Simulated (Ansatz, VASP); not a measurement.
# Two plane-wave programs on SiC

File INCAR:

```
  ALGO = Normal
  EDIFF = 1E-6
  ENCUT = 520
  GGA = PE
  ISIF = 2
  ISMEAR = 0
  LASPH = T
  LCHARG = F
  LREAL = F
  LWAVE = F
  NBANDS = 26
  NELM = 100
  PREC = Accurate
  SIGMA = 0.05
```

KPOINTS

```
k-points
0
Gamma
  12 12 4
```

POSCAR

```
SiC
1.0
    2.8465905663      0.0000000000      0.0000000000
   -1.4232952831      2.4652197446      0.0000000000
    0.0000000000      0.0000000000     10.5345127664
Si C
4 4
Direct
    0.6666666667      0.3333333333      0.9378441878
    0.3333333333      0.6666666667      0.4378441878
    0.0000000000      0.0000000000      0.6878995565
    0.0000000000      0.0000000000      0.1878995565
    0.6666666667      0.3333333333      0.7498074459
    0.3333333333      0.6666666667      0.2498074459
    0.0000000000      0.0000000000      0.5004478098
    0.0000000000      0.0000000000      0.0004478098
```

Input for Ansatz:

```yaml
crystal:
  lattice:
    - [2.8465905663, 0.0, 0.0]
    - [-1.4232952831, 2.4652197446, 0.0]
    - [0.0, 0.0, 10.5345127664]
  atoms:
    - { symbol: Si, position: [0.6666666667, 0.3333333333, 0.9378441878] }
    - { symbol: Si, position: [0.3333333333, 0.6666666667, 0.4378441878] }
    - { symbol: Si, position: [0.0, 0.0, 0.6878995565] }
    - { symbol: Si, position: [0.0, 0.0, 0.1878995565] }
    - { symbol: C, position: [0.6666666667, 0.3333333333, 0.7498074459] }
    - { symbol: C, position: [0.3333333333, 0.6666666667, 0.2498074459] }
    - { symbol: C, position: [0.0, 0.0, 0.5004478098] }
    - { symbol: C, position: [0.0, 0.0, 0.0004478098] }
basis:
  ecutwfc: 420
kpoints:
  mp_grid: { grid: [12, 12, 4] }
hamiltonian:
  xc: pbe
scf:
  occupations: { method: gaussian, width: 0.05 }
output:
  forces: true
  stress: true
  eigenvalues: true
```

Change from the starting cell: strain -0.080 along x and y, +0.040 along z, atoms carried along.

Alike in both runs: task single point; functional PBE; k mesh 12 × 12 × 4; occupations gaussian, width 0.05 eV; no spin polarisation.

|  | VASP | Ansatz |
| --- | --- | --- |
| version | VASP 6.6.1 | Ansatz 0.2.0 |
| potentials or method | VASP PAW PBE potentials, release 64 (Si, C), cutoff 520 eV | scalar-relativistic, plane waves, PAW |
| valence electrons in the cell | 32 | 32 |

```csv
,VASP,Ansatz,Ansatz less VASP
gap on the k mesh at the Fermi level (eV),1.40,1.40,+0.008
least direct gap on the mesh (eV),2.92,2.94,+0.013
pressure (GPa),40.4,40.5,+0.12
"traceless stress, the component that is largest in VASP (GPa)",-55.68,-55.43,+0.247
rms of the force components (eV/Å),0.809,0.812,+0.0027
```

Atom by atom the forces differ by 0.003 eV/Å (rms over components). Both programs put the cell under a high pressure, so it lies far from rest at this level. The functional is the same, so the differences come from potentials, cutoffs and numerics.
